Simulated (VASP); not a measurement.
A run of VASP 6.6.1 is set up as follows.

Contents of INCAR:

```
  PREC = Accurate
  ENCUT = 520
  EDIFF = 1E-6
  ISMEAR = 0
  SIGMA = 0.05
  LREAL = False
  LASPH = True
  NELM = 60
  ALGO = Normal
  ISIF = 2
  LWAVE = False
  LCHARG = False
  GGA = PS
  NBANDS = 11
```

KPOINTS

```
Automatic mesh
0
Gamma
  12 12 12
```

The input POSCAR:

```
C
1.0
    0.0000000000      1.8078331732      1.7355198462
    1.8078331732      0.0000000000      1.7355198462
    1.8078331732      1.8078331732      0.0000000000
C
2
Direct
    0.5000000000      0.5000000000      0.5000000000
    0.7500000000      0.7500000000      0.7500000000
```

Potentials or basis: VASP PAW PBE potentials, release 64 (C).

Command:

```bash
$ cat potpaw_PBE.64/C/POTCAR > POTCAR
$ mpirun -np 1 vasp_std > vasp.out
```

**Question.** Estimate the band gap on the k mesh.

**Answer.** 3.02 eV, indirect (least direct gap 4.83 eV).

**Question.** What does it give for the pressure?

**Answer.** -3.8 GPa.

Stress tensor (GPa, compression positive):
```
-15.72   0.00   0.00
  0.00 -15.72   0.00
  0.00   0.00  20.18
```

Caveat: the PAW data sets were made with another functional, which shifts forces and pressure a little. A k mesh can miss the band edges.
